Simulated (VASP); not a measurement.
Wanted: the native input for a VASP 6.6.1 run.

| Property | Result |
| --- | --- |
| Task | single point |
| Functional | LDA |
| Potentials or basis | VASP PAW LDA potentials, release 64 (Pb_d) |
| Cutoff | 500 eV |
| k mesh | 4 × 4 × 4 |
| Occupations | fermi-dirac, width 0.3 eV |
| Spin | no spin polarisation |
| Dipole correction | no |
| Further INCAR settings | ALGO = Normal; EDIFF = 1e-06; NBANDS = 13 |

The structure of Pb lies in POSCAR:

```
Pb
1.0
    0.0000000000      2.4750200000      2.4750200000
    2.4750200000      0.0000000000      2.4750200000
    2.4750200000      2.4750200000      0.0000000000
Pb
1
Direct
    0.0000000000      0.0000000000      0.0000000000
```

One way to write it, as run:

INCAR

```
SYSTEM = Pb
PREC     = Accurate       ! precision mode
ENCUT    = 500            ! plane-wave cutoff, eV
EDIFF    = 1E-6           ! SCF threshold, eV
ISMEAR   = -1             ! smearing method
SIGMA    = 0.3            ! smearing width, eV
LREAL    = .FALSE.        ! projectors in reciprocal space
LASPH    = .TRUE.         ! aspherical terms in the spheres
NELM     = 120            ! most SCF steps
ALGO     = Normal         ! electronic algorithm
ISIF     = 2              ! what is computed and relaxed
LWAVE    = .FALSE.        ! write WAVECAR
LCHARG   = .TRUE.         ! write CHGCAR
LELF     = .TRUE.         ! ELF
LVHAR    = .TRUE.       
NBANDS   = 13             ! bands
GGA_COMPAT= .FALSE.
```

KPOINTS

```
regular mesh
0
G
  4 4 4
  0 0 0
```

Potentials or basis: VASP PAW LDA potentials, release 64 (Pb_d).

Command:

```console
$ cat potpaw_LDA.64/Pb_d/POTCAR > POTCAR
$ mpirun -np 1 vasp_std > vasp.out
```

It gave:

* Pressure: -1.5 GPa
* Band gap on the k mesh: zero (bands 7 and 8 overlap by 8.72 eV)

Caveat: the k points lie up to 0.55 Å⁻¹ apart, too coarse for converged energies and pressures of a metal; so wide a smearing shifts energies and pressures; spin-orbit coupling is left out, which moves the levels of the heavy elements.

Wall time 2.7 s on 1 thread of Intel(R) Xeon(R) 6975P-C (Granite Rapids) (shared host), peak memory 0.13 GiB.
